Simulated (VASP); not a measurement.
# C2H6 in VASP: single point with PBE

Aim: the single point of C2H6 with PBE.

All numbers are computed with VASP 6.6.1; they aren't measurements. Logs are shortened: lines on timing, memory, paths and dates and some standing lists are left out, and cuts for length are marked.

**1. The cell of the first run**

The cell holds a molecule in a box, 8 atoms: a = 8.106 Å, b = 8.106 Å, c = 24.409 Å, α = 90.00°, β = 90.00°, γ = 120.00°.

**2. Single point, PBE**

Contents of INCAR:

```
SYSTEM = H3C
  ALGO = Normal
  DIPOL = 0.5 0.5 0.677
  EDIFF = 1E-7
  ENCUT = 520
  GGA = PE
  IDIPOL = 3
  ISIF = 2
  ISMEAR = 0
  LASPH = .True.
  LCHARG = .False.
  LDIPOL = .True.
  LREAL = .False.
  LWAVE = .False.
  NBANDS = 17
  NELM = 80
  PREC = Accurate
  SIGMA = 0.05
```

Contents of KPOINTS:

```
k-points
0
Gamma
  2 2 1
  0 0 0
```

Contents of POSCAR:

```
H3C
1.0
    8.1060462640      0.0000000000      0.0000000000
   -4.0530231320      7.0200419889      0.0000000000
    0.0000000000      0.0000000000     24.4085994121
C H
2 6
Direct
    0.1205812261      0.0812837042      0.7084973382
    0.1350391039      0.0849092774      0.6460792969
    0.0136082988     -0.0601654121      0.7234819436
    0.0796268734      0.1835614836      0.7234550306
    0.2568462835      0.1173969578      0.7278789360
    0.1760632052     -0.0173505548      0.6311168821
    0.2416728867      0.2264781287      0.6310411702
   -0.0014922629      0.0484562350      0.6268001863
```

Potentials or basis: VASP PAW PBE potentials, release 64 (C, H).

The run is started by

```bash
> cat potpaw_PBE.64/C/POTCAR potpaw_PBE.64/H/POTCAR > POTCAR
> mpirun -np 1 vasp_std > vasp.out
```

OUTCAR:

```text
SYSTEM = H3C
   EDIFF = 1E-7
   ENCUT = 520
   GGA = PE
   ISIF = 2
   ISMEAR = 0
   LASPH = .True.
   LREAL = .False.
   NELM = 80
   PREC = Accurate

 ion  position               nearest neighbor table
   1  0.121  0.081  0.708-   4 1.10   3 1.10   5 1.10   2 1.53
   2  0.135  0.085  0.646-   8 1.10   6 1.10   7 1.10   1 1.53
   3  0.014  0.940  0.723-   1 1.10
   4  0.080  0.184  0.723-   1 1.10
   5  0.257  0.117  0.728-   1 1.10
   6  0.176  0.983  0.631-   2 1.10
   7  0.242  0.226  0.631-   2 1.10
   8  0.999  0.048  0.627-   2 1.10

  LATTYP: Found a hexagonal cell.
 ALAT       =     8.1060462640
 C/A-ratio  =     3.0111596476

  Lattice vectors:

 A1 = (   8.1060462640,   0.0000000000,   0.0000000000)
 A2 = (  -4.0530231320,   7.0200419889,   0.0000000000)
 A3 = (   0.0000000000,   0.0000000000,  24.4085994121)

Analysis of symmetry for initial positions (statically):
=====================================================================
 Subroutine PRICEL returns:
 Original cell was already a primitive cell.

 Routine SETGRP: Setting up the symmetry group for a
 hexagonal supercell.

 Subroutine GETGRP returns: Found  1 space group operations
 (whereof  1 operations were pure point group operations)
 out of a pool of 24 trial point group operations.

The static configuration has the point symmetry C_1 .

Analysis of symmetry for dynamics (positions and initial velocities):
=====================================================================
 Subroutine PRICEL returns:
 Original cell was already a primitive cell.

 Routine SETGRP: Setting up the symmetry group for a
 hexagonal supercell.

 Subroutine GETGRP returns: Found  1 space group operations
 (whereof  1 operations were pure point group operations)
 out of a pool of 24 trial point group operations.

The dynamic configuration has the point symmetry C_1 .

 Subroutine INISYM returns: Found  1 space group operations
 (whereof  1 operations are pure point group operations),
 and found     1 'primitive' translations

----------------------------------------------------------------------------------------

                                     Primitive cell

  volume of cell :    1388.9661

  direct lattice vectors                    reciprocal lattice vectors
     8.106046264  0.000000000  0.000000000     0.123364704  0.071224645  0.000000000
    -4.053023132  7.020041989  0.000000000     0.000000000  0.142449290  0.000000000
     0.000000000  0.000000000 24.408599412     0.000000000  0.000000000  0.040969168

  length of vectors
     8.106046264  8.106046264 24.408599412     0.142449290  0.142449290  0.040969168

  position of ions in fractional coordinates (direct lattice)
     0.120581226  0.081283704  0.708497338
     0.135039104  0.084909277  0.646079297
     0.013608299  0.939834588  0.723481944
     0.079626873  0.183561484  0.723455031
     0.256846284  0.117396958  0.727878936
     0.176063205  0.982649445  0.631116882
     0.241672887  0.226478129  0.631041170
     0.998507737  0.048456235  0.626800186

  ion indices of the primitive-cell ions
   primitive index   ion index
                 1           1
                 2           2
                 3           3
                 4           4
                 5           5
                 6           6
                 7           7
                 8           8

----------------------------------------------------------------------------------------

 KPOINTS: k-points

Automatic generation of k-mesh.
 Grid dimensions read from file:
 generate k-points for:    2    2    1

 Generating k-lattice:

  Cartesian coordinates                     Fractional coordinates (reciprocal lattice)
     0.061682352  0.035612323  0.000000000     0.500000000  0.000000000  0.000000000
     0.000000000  0.071224645  0.000000000     0.000000000  0.500000000  0.000000000
     0.000000000  0.000000000  0.040969168     0.000000000  0.000000000  1.000000000

  Length of vectors
     0.071224645  0.071224645  0.040969168

  Shift w.r.t. Gamma in fractional coordinates (k-lattice)
     0.000000000  0.000000000  0.000000000

 Subroutine IBZKPT returns following result:
 ===========================================

 Found      4 irreducible k-points:

 Following reciprocal coordinates:
            Coordinates               Weight
  0.000000  0.000000  0.000000      1.000000
  0.500000 -0.000000  0.000000      1.000000
  0.000000  0.500000  0.000000      1.000000
  0.500000  0.500000  0.000000      1.000000
   k-points           NKPTS =      4   k-points in BZ     NKDIM =      4   number of bands    NBANDS=     17
   number of dos      NEDOS =    301   number of ions     NIONS =      8
   total plane-waves  NPLWV = 691200
   dimension x,y,z NGX =    60 NGY =   60 NGZ =  192
   dimension x,y,z NGXF=   120 NGYF=  120 NGZF=  384
   ions per type =               2   6
   NGX,Y,Z   is equivalent  to a cutoff of  12.31, 12.31, 13.08 a.u.
   NGXF,Y,Z  is equivalent  to a cutoff of  24.61, 24.61, 26.15 a.u.
 SYSTEM =  H3C
   PREC   = accura    normal or accurate (medium, high low for compatibility)
   ISTART =      0    job   : 0-new  1-cont  2-samecut
   ICHARG =      2    charge: 1-file 2-atom 10-const
   ISPIN  =      1    spin polarized calculation?
   LNONCOLLINEAR =      F non collinear calculations
   LSORBIT =      F    spin-orbit coupling
   LASPH  =      T    aspherical Exc in radial PAW
   ENCUT  =  520.0 eV  38.22 Ry    6.18 a.u.  15.07 15.07 45.38*2*pi/ulx,y,z
   NELM   =     80;   NELMIN=  2; NELMDL= -5     # of ELM steps
   EDIFF  = 0.1E-06   stopping-criterion for ELM
   LREAL  =      F    real-space projection
   EDIFFG = 0.1E-05   stopping-criterion for IOM
   NSW    =      0    number of steps for IOM
   IBRION =     -1    ionic relax: 0-MD 1-quasi-New 2-CG
   NFREE  =      0    steps in history (QN), initial steepest desc. (CG)
   ISIF   =      2    stress and relaxation
   ISYM   =      2    0-nonsym 1-usesym 2-fastsym
   POTIM  = 0.5000    time-step for ionic-motion
   TEBEG  =    0.0;   TEEND  =   0.0 temperature during run
   PSTRESS=    0.0 pullay stress
   NELECT =      14.0000    total number of electrons
   NUPDOWN=      -1.0000    fix difference up-down
   EMIN   =  10.00;   EMAX   =-10.00  energy-range for DOS
   EFERMI =   0.00;   METHOD = LEGACY
   ISMEAR =     0;   SIGMA  =   0.05  broadening in eV -4-tet -1-fermi 0-gaus
   EFERMI_NEDOS =   21; number of points for ismear=-14 and -15
   IALGO  =     38    algorithm
   IMIX   =      4    mixing-type and parameters
     AMIX     =   0.40;   BMIX     =  1.00
     AMIX_MAG =   1.60;   BMIX_MAG =  1.00
  volume/ion in A,a.u.               =     173.62      1171.65
  Fermi-wavevector in a.u.,A,eV,Ry     =   0.353634  0.668271  1.701501  0.125057
  Thomas-Fermi vector in A             =   1.268033
   LORBIT       =      0    0 simple, 1 ext, 2 COOP (PROOUT), +10 PAW based schemes
   GGA     = PE    functional components
   LHFCALC =     F    Hartree Fock is set to
   AEXX    =    0.0000 exact exchange contribution
   IVDW    =     0    specifies the selected vdW correction
   LEPSILON=     F    determine dielectric tensor
   LRPA    =     F    only Hartree local field effects (RPA)
 non-spin polarized calculation
 Gauss-broadening in eV      SIGMA  =   0.05
  energy-cutoff  :      520.00
  volume of cell :     1388.97
 maximum number of plane-waves:     37434
   NGX = 31   NGY = 31   NGZ = 91

 dipolmoment           0.000000      0.000000      0.000025 electrons x Angstroem

 number of electron      13.9999998 magnetization

 dipolmoment           0.000000      0.000000     -0.000086 electrons x Angstroem

 Free energy of the ion-electron system (eV)
  ---------------------------------------------------
  ext. energy  EPLUGINS =         0.00000000
  ---------------------------------------------------
  free energy    TOTEN  =       -40.50787530 eV

  energy without entropy =      -40.50787530  energy(sigma->0) =      -40.50787530

 E-fermi :  -7.7138     XC(G=0):  -0.6960

 val. band max:       -7.9627122263   @ k =   0.0000   0.0000   0.0000
 cond. band min:      -0.7748865515   @ k =   0.0000   0.0000   0.0000
 fundamental gap:      7.1878256748
 Fermi energy:        -7.7138072290

 k-point     1 :       0.0000    0.0000    0.0000
  band No.  band energies     occupation
      1     -18.3738      2.00000
      2     -14.8619      2.00000
      3     -10.3427      2.00000
      4     -10.3406      2.00000
      5      -8.7449      2.00000
      6      -7.9655      2.00000
[... 9 lines left out ...]
     16       1.8067      0.00000
     17       1.8875      0.00000

 k-point     2 :       0.5000   -0.0000    0.0000
  band No.  band energies     occupation
      1     -18.3738      2.00000
      2     -14.8619      2.00000
      3     -10.3431      2.00000
      4     -10.3418      2.00000
      5      -8.7445      2.00000
      6      -7.9657      2.00000
[... 9 lines left out ...]
     16       1.4552      0.00000
     17       1.5107      0.00000

 k-point     3 :       0.0000    0.5000    0.0000
  band No.  band energies     occupation
      1     -18.3738      2.00000
      2     -14.8619      2.00000
      3     -10.3439      2.00000
      4     -10.3411      2.00000
      5      -8.7445      2.00000
      6      -7.9661      2.00000
[... 9 lines left out ...]
     16       1.4558      0.00000
     17       1.5202      0.00000

 k-point     4 :       0.5000    0.5000    0.0000
  band No.  band energies     occupation
      1     -18.3738      2.00000
      2     -14.8619      2.00000
      3     -10.3437      2.00000
      4     -10.3411      2.00000
      5      -8.7445      2.00000
      6      -7.9665      2.00000
[... 9 lines left out ...]
     16       1.4545      0.00000
     17       1.5183      0.00000

------------------------ aborting loop because EDIFF is reached ----------------------------------------

 vacuum level on the upper side and lower side of the slab       (xc-potential included)        -0.007        -0.007

  FORCE on cell =-STRESS in cart. coord.  units (eV):
  Direction    XX          YY          ZZ          XY          YZ          ZX
  --------------------------------------------------------------------------------------
  -------------------------------------------------------------------------------------
  Total       -0.0102230     -0.0171841     -0.0102740      0.0031279     -0.0043986     -0.0001141
  in kB       -0.0117923     -0.0198220     -0.0118511      0.0036081     -0.0050738     -0.0001316
  external PRESSURE =      -0.0144885 kB  Pullay stress =       0.0000000 kB

 VOLUME and BASIS-vectors are now :
 -----------------------------------------------------------------------------
  energy-cutoff  :      520.00
  volume of cell :     1388.97
      direct lattice vectors                 reciprocal lattice vectors
     8.106046264  0.000000000  0.000000000     0.123364704  0.071224645  0.000000000
    -4.053023132  7.020041989  0.000000000     0.000000000  0.142449290  0.000000000
     0.000000000  0.000000000 24.408599412     0.000000000  0.000000000  0.040969168

 POSITION                                       TOTAL-FORCE (eV/Angst)
 -----------------------------------------------------------------------------------
      0.64799      0.57062     17.29343         0.000049     -0.005880      0.008411
      0.75049      0.59607     15.76989        -0.004105      0.005845     -0.008569
     -3.69886      6.59768     17.65918        -0.008912     -0.032725      0.014096
     -0.09852      1.28861     17.65852        -0.024026      0.024751      0.009983
      1.60620      0.82413     17.76651         0.030711      0.009240      0.010644
     -2.55552      6.89824     15.40468         0.019213     -0.013798     -0.009120
      1.04109      1.58989     15.40283         0.011320      0.019968     -0.009890
      7.89756      0.34016     15.29931        -0.024249     -0.007401     -0.015554
 -----------------------------------------------------------------------------------
    total drift:                               -0.000204     -0.000029      0.000020

  FREE ENERGIE OF THE ION-ELECTRON SYSTEM (eV)
  ---------------------------------------------------
  free  energy   TOTEN  =       -40.5078752993 eV

  energy  without entropy=      -40.5078752993  energy(sigma->0) =      -40.50787530

 vacuum level on the upper side and lower side of the slab         0.156         0.158
```

It took 6.1 min on 1 thread of Intel Xeon Platinum 8488C (Sapphire Rapids), shared host; peak memory 1.1 GiB.

Results:

```
Free energy                     : -40.5079 eV
Largest force                   : 0.037 eV/Å
Gap between the frontier levels : 7.19 eV, direct
```

Forces on the atoms (eV/Å):
```
C    0.000 -0.006  0.008
C   -0.004  0.006 -0.009
H   -0.009 -0.033  0.014
H   -0.024  0.025  0.010
H    0.031  0.009  0.011
H    0.019 -0.014 -0.009
H    0.011  0.020 -0.010
H   -0.024 -0.007 -0.016
```

Levels at points of the mesh, in eV from the valence-band top:
| k point | band 5 | band 6 | band 7 | band 8 | band 9 | band 10 |
| --- | --- | --- | --- | --- | --- | --- |
| (0.00, 0.00, 0.00) | -0.78 | 0.00 | 0.00 | 7.19 | 7.84 | 8.19 |
| (0.50, 0.00, 0.00) | -0.78 | 0.00 | 0.00 | 7.90 | 8.04 | 8.43 |
| (0.00, 0.50, 0.00) | -0.78 | 0.00 | 0.00 | 7.90 | 8.05 | 8.42 |
| (0.50, 0.50, 0.00) | -0.78 | 0.00 | 0.00 | 7.89 | 8.05 | 8.42 |

Caveat: the k points lie up to 0.45 Å⁻¹ apart.
